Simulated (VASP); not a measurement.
Input of a VASP 6.6.1 run:

INCAR

```
SYSTEM = Sr
  PREC = Accurate
  ENCUT = 520
  EDIFF = 1E-6
  ISMEAR = -1
  SIGMA = 0.05
  LREAL = .False.
  LASPH = .True.
  NELM = 100
  ALGO = Normal
  ISIF = 2
  LWAVE = .False.
  LCHARG = .False.
  GGA = PS
  NBANDS = 11
```

The input KPOINTS:

```
Automatic mesh
0
Gamma
  11 11 11
  0 0 0
```

Contents of POSCAR:

```
Sr
1.0
    0.0000000000      2.8795203606      2.8795203606
    2.8795203606      0.0000000000      2.8795203606
    2.8795203606      2.8795203606      0.0000000000
Sr
1
Direct
    0.0000000000      0.0000000000      0.0000000000
```

Potentials or basis: VASP PAW PBE potentials, release 64 (Sr_sv).

Run with:

```sh
$ cat potpaw_PBE.64/Sr_sv/POTCAR > POTCAR
$ mpirun -np 1 vasp_std > vasp.out
```

(1) Estimate the pressure.

(2) Predict the band gap on the k mesh.

Results:

(1) 1.2 GPa.

(2) 0.14 eV, indirect (least direct gap 0.25 eV).

Caveat: the PAW data sets were made with another functional, which shifts forces and pressure a little.
